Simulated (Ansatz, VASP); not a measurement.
**PtSe2: VASP beside Ansatz**

```
Pt Se
1.0
     3.92440    0.00000    0.00000
    -1.96220    3.39863    0.00000
     0.00000    0.00000    5.55421
Pt Se
1 2
Direct
  0.00000 0.00000 0.00000
  0.33333 0.66667 0.21819
  0.66667 0.33333 0.78181
```

Change from the starting cell: hydrostatic strain +5.2%.

Alike in both runs: task single point; functional r2SCAN; k mesh 12 × 12 × 6; no spin polarisation.

```csv
,VASP,Ansatz
version,VASP 6.6.1,Ansatz 0.2.0
potentials or method,"VASP PAW PBE potentials, release 64 (Pt, Se)","plane waves, PAW"
plane-wave cutoff (eV),520,500
occupations,"gaussian, width 0.01 eV",fixed
valence electrons in the cell,22,50
```

```csv
,VASP,Ansatz,Ansatz less VASP
gap on the k mesh at the Fermi level (eV),0.31,0.32,+0.008
pressure (GPa),-6.2,-6.2,0.00
"traceless stress, the component that is largest in VASP (GPa)",5.31,5.33,+0.022
rms of the force components (eV/Å),0.008,0.009,+0.0013
```

VASP's potentials were made for PBE, not for r2SCAN. Atom by atom the forces differ by 0.001 eV/Å (rms over components). VASP's potentials hold 22 valence electrons a cell and Ansatz's 50, so a difference there can come from the potentials and not from the codes.

Spin-orbit coupling is off throughout.
